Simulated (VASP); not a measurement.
A run of VASP 6.6.1 is set up as follows.

File INCAR:

```
PREC = Accurate
ENCUT = 520
EDIFF = 1E-6
ISMEAR = 0
SIGMA = 0.05
LREAL = F
LASPH = T
NELM = 100
ALGO = Normal
ISIF = 2
LWAVE = F
LCHARG = T
GGA = PE
LELF = T
LVHAR = T
NBANDS = 14
```

KPOINTS

```
Automatic mesh
0
Gamma
  8 8 8
```

Contents of POSCAR:

```
NaI
1.0
    0.0000000000      3.1841908703      3.3434004138
    3.1841908703      0.0000000000      3.3434004138
    3.1841908703      3.1841908703      0.0000000000
Na I
1 1
Direct
    0.0000000000      0.0000000000      0.0000000000
    0.5000000000      0.5000000000      0.5000000000
```

Potentials or basis: VASP PAW PBE potentials, release 64 (Na_pv, I).

Run with:

```console
$ cat potpaw_PBE.64/Na_pv/POTCAR potpaw_PBE.64/I/POTCAR > POTCAR
$ mpirun -np 1 vasp_std > vasp.out
```

(1) Predict the band gap on the k mesh.

(2) Estimate the pressure.

Answers

(1) 3.62 eV, direct.

(2) 0.5 GPa.

Caveat: spin-orbit coupling is left out, which moves the levels of the heavy elements.
